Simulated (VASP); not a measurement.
# Be (Im-3m) in VASP: a series of runs

The runs below take Be through single point, with PBE.

Everything below comes from runs of VASP 6.6.1. Logs are shortened: lines on timing, memory, paths and dates and some standing lists are left out, and cuts for length are marked.

### 1 The cell of the first run

It takes space group Im-3m (No. 229, cubic). The conventional cell has a = 2.581 Å, b = 2.581 Å, c = 2.581 Å, α = 90.00°, β = 90.00°, γ = 90.00°. Within 3.0 Å of Be (site symmetry m-3m) lie 14 Be at 2.24 to 2.58 Å.

### 2 Single point, PBE (volume scaled by 1.10)

Input file INCAR:

```
SYSTEM = Be
PREC = Accurate ; ENCUT = 520
EDIFF = 1E-6 ; ISMEAR = 0
SIGMA = 0.1 ; LREAL = .False.
LASPH = .True. ; NELM = 100
ALGO = Normal ; ISIF = 2
LWAVE = .False. ; LCHARG = .False.
GGA = PE ; NBANDS = 7
```

Input file KPOINTS:

```
regular mesh
0
Gamma
  24 24 24
  0 0 0
```

Input file POSCAR:

```
Be
1.0
   -1.2905731258      1.2905731258      1.2905731258
    1.2905731258     -1.2905731258      1.2905731258
    1.2905731258      1.2905731258     -1.2905731258
Be
1
Direct
    0.0000000000      0.0000000000      0.0000000000
```

Potentials or basis: VASP PAW PBE potentials, release 64 (Be).

Started as:

```bash
> cat potpaw_PBE.64/Be/POTCAR > POTCAR
> mpirun -np 1 vasp_std > vasp.out
```

OUTCAR:

```text
SYSTEM = Be
   PREC = Accurate
   ENCUT = 520
   EDIFF = 1E-6
   ISMEAR = 0
   LREAL = .False.
   LASPH = .True.
   NELM = 100
   ISIF = 2
   GGA = PE

 ion  position               nearest neighbor table
   1  0.000  0.000  0.000-

  LATTYP: Found a body centered cubic cell.
 ALAT       =     2.5811462516

  Lattice vectors:

 A1 = (  -1.2905731258,   1.2905731258,   1.2905731258)
 A2 = (   1.2905731258,  -1.2905731258,   1.2905731258)
 A3 = (   1.2905731258,   1.2905731258,  -1.2905731258)

Analysis of symmetry for initial positions (statically):
=====================================================================
 Subroutine PRICEL returns:
 Original cell was already a primitive cell.

 Routine SETGRP: Setting up the symmetry group for a
 body centered cubic supercell.

 Subroutine GETGRP returns: Found 48 space group operations
 (whereof 48 operations were pure point group operations)
 out of a pool of 48 trial point group operations.

The static configuration has the point symmetry O_h .

Analysis of symmetry for dynamics (positions and initial velocities):
=====================================================================
 Subroutine PRICEL returns:
 Original cell was already a primitive cell.

 Routine SETGRP: Setting up the symmetry group for a
 body centered cubic supercell.

 Subroutine GETGRP returns: Found 48 space group operations
 (whereof 48 operations were pure point group operations)
 out of a pool of 48 trial point group operations.

The dynamic configuration has the point symmetry O_h .

 Subroutine INISYM returns: Found 48 space group operations
 (whereof 48 operations are pure point group operations),
 and found     1 'primitive' translations

----------------------------------------------------------------------------------------

                                     Primitive cell

  volume of cell :       8.5982

  direct lattice vectors                    reciprocal lattice vectors
    -1.290573126  1.290573126  1.290573126     0.000000000  0.387424773  0.387424773
     1.290573126 -1.290573126  1.290573126     0.387424773  0.000000000  0.387424773
     1.290573126  1.290573126 -1.290573126     0.387424773  0.387424773  0.000000000

  length of vectors
     2.235338225  2.235338225  2.235338225     0.547901368  0.547901368  0.547901368

  position of ions in fractional coordinates (direct lattice)
     0.000000000  0.000000000  0.000000000

  ion indices of the primitive-cell ions
[... 75 lines left out ...]
   LREAL  =      F    real-space projection
   EDIFFG = 0.1E-04   stopping-criterion for IOM
   NSW    =      0    number of steps for IOM
   IBRION =     -1    ionic relax: 0-MD 1-quasi-New 2-CG
   NFREE  =      0    steps in history (QN), initial steepest desc. (CG)
   ISIF   =      2    stress and relaxation
   ISYM   =      2    0-nonsym 1-usesym 2-fastsym
   POTIM  = 0.5000    time-step for ionic-motion
   TEBEG  =    0.0;   TEEND  =   0.0 temperature during run
   PSTRESS=    0.0 pullay stress
   NELECT =       2.0000    total number of electrons
   NUPDOWN=      -1.0000    fix difference up-down
   EMIN   =  10.00;   EMAX   =-10.00  energy-range for DOS
   EFERMI =   0.00;   METHOD = LEGACY
   ISMEAR =     0;   SIGMA  =   0.10  broadening in eV -4-tet -1-fermi 0-gaus
   EFERMI_NEDOS =   21; number of points for ismear=-14 and -15
   IALGO  =     38    algorithm
   IMIX   =      4    mixing-type and parameters
     AMIX     =   0.40;   BMIX     =  1.00
     AMIX_MAG =   1.60;   BMIX_MAG =  1.00
  volume/ion in A,a.u.               =       8.60        58.02
  Fermi-wavevector in a.u.,A,eV,Ry     =   1.006813  1.902601 13.791855  1.013673
  Thomas-Fermi vector in A             =   2.139579
   LORBIT       =      0    0 simple, 1 ext, 2 COOP (PROOUT), +10 PAW based schemes
   GGA     = PE    functional components
   LHFCALC =     F    Hartree Fock is set to
   AEXX    =    0.0000 exact exchange contribution
   IVDW    =     0    specifies the selected vdW correction
   LEPSILON=     F    determine dielectric tensor
   LRPA    =     F    only Hartree local field effects (RPA)
 non-spin polarized calculation
 Gauss-broadening in eV      SIGMA  =   0.10
  energy-cutoff  :      520.00
  volume of cell :        8.60
 maximum number of plane-waves:       241
 NGX is ok and might be reduce to    18
   NGX =  9   NGY =  9   NGZ =  9

 number of electron       2.0000000 magnetization

 Free energy of the ion-electron system (eV)
  ---------------------------------------------------
  ext. energy  EPLUGINS =         0.00000000
  ---------------------------------------------------
  free energy    TOTEN  =        -3.64085474 eV

  energy without entropy =       -3.63966016  energy(sigma->0) =       -3.64025745

 E-fermi :   7.2805     XC(G=0): -10.3402

 val. band max:        7.2766210138   @ k =   0.2917   0.2500   0.1667
 cond. band min:       7.2828939324   @ k =  -0.3750  -0.4167   0.1667
 fundamental gap:      0.0062729186
 Fermi energy:         7.2804986201

 k-point     1 :       0.0000    0.0000    0.0000
  band No.  band energies     occupation
      1      -4.5360      2.00000
      2      25.1529      0.00000
      3      25.1529      0.00000
      4      25.1529      0.00000
      5      36.1853      0.00000
      6      36.1853      0.00000
      7      36.1853      0.00000
[... 221 lines left out ...]
 k-point    24 :       0.4583    0.0417    0.0000
  band No.  band energies     occupation
      1       2.2602      2.00000
      2       7.4519      0.01533
      3      18.4081      0.00000
      4      21.1541      0.00000
      5      27.1778      0.00000
      6      31.6922      0.00000
      7      41.1958      0.00000

 [... further k-points ...]

------------------------ aborting loop because EDIFF is reached ----------------------------------------

  FORCE on cell =-STRESS in cart. coord.  units (eV):
  Direction    XX          YY          ZZ          XY          YZ          ZX
  --------------------------------------------------------------------------------------
  -------------------------------------------------------------------------------------
  Total       -0.5299675     -0.5299675     -0.5299675     -0.0000000     -0.0000000      0.0000000
  in kB      -98.7533790    -98.7533790    -98.7533790     -0.0000000     -0.0000000      0.0000000
  external PRESSURE =     -98.7533790 kB  Pullay stress =       0.0000000 kB

 VOLUME and BASIS-vectors are now :
 -----------------------------------------------------------------------------
  energy-cutoff  :      520.00
  volume of cell :        8.60
      direct lattice vectors                 reciprocal lattice vectors
    -1.290573126  1.290573126  1.290573126     0.000000000  0.387424773  0.387424773
     1.290573126 -1.290573126  1.290573126     0.387424773  0.000000000  0.387424773
     1.290573126  1.290573126 -1.290573126     0.387424773  0.387424773  0.000000000

 POSITION                                       TOTAL-FORCE (eV/Angst)
 -----------------------------------------------------------------------------------
      0.00000      0.00000      0.00000        -0.000000     -0.000000     -0.000000
 -----------------------------------------------------------------------------------
    total drift:                               -0.000000     -0.000000      0.000000

  FREE ENERGIE OF THE ION-ELECTRON SYSTEM (eV)
  ---------------------------------------------------
  free  energy   TOTEN  =        -3.6408547399 eV

  energy  without entropy=       -3.6396601638  energy(sigma->0) =       -3.64025745
```

OSZICAR:

```text
N       E                     dE             d eps       ncg     rms          rms(c)
DAV:   1    -0.241787418759E+01   -0.24179E+01   -0.11144E+03  6202   0.232E+02
DAV:   2    -0.366152158987E+01   -0.12436E+01   -0.12102E+01  8043   0.250E+01
DAV:   3    -0.366377911071E+01   -0.22575E-02   -0.22574E-02  6615   0.938E-01
DAV:   4    -0.366377956427E+01   -0.45356E-06   -0.45373E-06  8750   0.135E-02
DAV:   5    -0.366377956462E+01   -0.35034E-09   -0.94237E-10  6692   0.736E-05    0.721E-01
DAV:   6    -0.364770780783E+01    0.16072E-01   -0.14233E-03  6475   0.347E-01    0.441E-01
DAV:   7    -0.364088473353E+01    0.68231E-02   -0.15060E-03  6237   0.369E-01    0.219E-02
DAV:   8    -0.364085435651E+01    0.30377E-04   -0.93843E-06  6636   0.269E-02    0.528E-03
DAV:   9    -0.364085473989E+01   -0.38338E-06   -0.72630E-07  6923   0.607E-03
   1 F= -.36408547E+01 E0= -.36402575E+01  d E =-.119458E-02
```

stdout:

```text
POSCAR found type information on POSCAR Be
 POSCAR found :  1 types and       1 ions
 scaLAPACK will be used
 LDA part: xc-table for (Slater+PW92), standard interpolation
 POSCAR, INCAR and KPOINTS ok, starting setup
 FFT: planning ... GRIDC
 FFT: planning ... GRID_SOFT
 FFT: planning ... GRID
 WAVECAR not read
 entering main loop
```

It took 9.8 s on 1 thread of Intel Xeon 6975P-C (Granite Rapids), shared host; peak memory 0.13 GiB.

What came out:

```yaml
Free_energy: -3.6409 eV
Pressure: -9.9 GPa
Band_gap_on_the_k_mesh: zero (band 1 reaches 10.87 eV, above the bottom of band 2 at 5.93 eV)
```

Levels at points of the mesh, in eV from the Fermi level:
```tsv
k point	band 1	band 2	band 3	band 4
(0.00, 0.00, 0.00)	-11.82	17.87	17.87	17.87
(0.50, 0.00, 0.00)	-4.98	0.02	11.29	14.34
(0.50, 0.50, 0.50)	3.59	3.59	3.59	9.29
```

Caveat: the cell differs from its parent crystal (volume scaled by 1.10).

### 3 Single point, PBE

This run uses another cell than the first one, of 7.87 Å³/atom, 0.915 times its volume.

Input file INCAR:

```
SYSTEM = Be
PREC     = Accurate       ! precision mode
ENCUT    = 600            ! plane-wave cutoff, eV
EDIFF    = 1E-6           ! SCF threshold, eV
ISMEAR   = 0              ! smearing method
SIGMA    = 0.1            ! smearing width, eV
LREAL    = .False.        ! projectors in reciprocal space
LASPH    = .True.         ! aspherical terms in the spheres
NELM     = 120            ! most SCF steps
ALGO     = Normal         ! electronic algorithm
ISIF     = 2              ! what is computed and relaxed
LWAVE    = .False.        ! write WAVECAR
LCHARG   = .False.        ! write CHGCAR
GGA      = PE             ! functional
NBANDS   = 7              ! bands
GGA_COMPAT= .False.
```

Input file KPOINTS:

```
Automatic mesh
0
Gamma
  10 10 10
  0 0 0
```

Input file POSCAR:

```
Be
1.0
   -1.2531209513      1.2531209513      1.2531209513
    1.2531209513     -1.2531209513      1.2531209513
    1.2531209513      1.2531209513     -1.2531209513
Be
1
Direct
    0.0000000000      0.0000000000      0.0000000000
```

Potentials or basis: VASP PAW PBE potentials, release 64 (Be).

Started as:

```bash
> cat potpaw_PBE.64/Be/POTCAR > POTCAR
> mpirun -np 1 vasp_std > vasp.out
```

It took 1.6 s on 1 thread of Intel Xeon Platinum 8481C at 2.70GHz (Sapphire Rapids), shared host; peak memory 0.11 GiB.

The run converged. Its results:

```yaml
Free_energy: -3.6582 eV
Pressure: -0.6 GPa
Band_gap_on_the_k_mesh: zero (band 1 reaches 11.89 eV, above the bottom of band 2 at 6.89 eV)
```

Levels at points of the mesh, in eV from the Fermi level:
| k point | band 1 | band 2 | band 3 | band 4 | band 5 | band 6 |
| --- | --- | --- | --- | --- | --- | --- |
| (0.00, 0.00, 0.00) | -12.08 | 19.50 | 19.50 | 19.50 | 30.85 | 30.85 |
| (0.50, 0.00, 0.00) | -5.06 | 0.53 | 12.40 | 15.60 | 20.53 | 26.36 |
| (0.50, 0.50, 0.50) | 4.12 | 4.12 | 4.12 | 9.96 | 9.96 | 18.48 |
